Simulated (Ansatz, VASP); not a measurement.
**Two plane-wave programs on Mg6NO6**

```
O Mg N
1.0
     5.95158    0.00000    0.00000
    -2.97579    5.15422    0.00000
     0.00000    0.00000   24.54509
O Mg N
12 12 2
Direct
  0.16667 0.33333 0.16297
  0.16667 0.83333 0.16297
  0.66667 0.33333 0.16297
  0.66667 0.83333 0.16297
  0.00000 0.00000 0.26196
  0.00000 0.50000 0.26196
  0.50000 0.00000 0.26196
  0.50000 0.50000 0.26196
  0.33333 0.16667 0.36299
  0.33333 0.66667 0.36299
  0.83333 0.16667 0.36299
  0.83333 0.66667 0.36299
  0.33333 0.16667 0.21246
  0.33333 0.66667 0.21246
  0.83333 0.16667 0.21246
  0.83333 0.66667 0.21246
  0.16667 0.33333 0.30759
  0.16667 0.83333 0.30759
  0.66667 0.33333 0.30759
  0.66667 0.83333 0.30759
  0.00000 0.00000 0.40925
  0.00000 0.50000 0.40925
  0.50000 0.00000 0.40925
  0.50000 0.50000 0.40925
  0.00000 0.08333 0.54777
  0.00000 0.08333 0.59259
```

Alike in both runs: task single point; functional PBE; dispersion D3(BJ); k mesh 6 × 6 × 1; occupations gaussian, width 0.05 eV; no spin polarisation.

|  | VASP | Ansatz |
| --- | --- | --- |
| version | VASP 6.6.1 | Ansatz 0.2.0 |
| potentials or method | VASP PAW PBE potentials, release 64 (O, Mg, N), cutoff 520 eV | scalar-relativistic, plane waves, PAW |
| valence electrons in the cell | 106 | 202 |

|  | VASP | Ansatz | Ansatz less VASP |
| --- | --- | --- | --- |
| gap on the k mesh at the Fermi level (eV) | none | none | - |
| rms of the force components (eV/Å) | 0.831 | 0.762 | -0.0690 |

A gap of «none» marks a metal or a gap that the smearing closes. VASP's potentials hold 106 valence electrons a cell and Ansatz's 202, so a difference there can come from the potentials and not from the codes. Ansatz's warnings: vacuum below fermi.

Noted on VASP's run: the standard files for N, O and F lose accuracy on very short bonds.
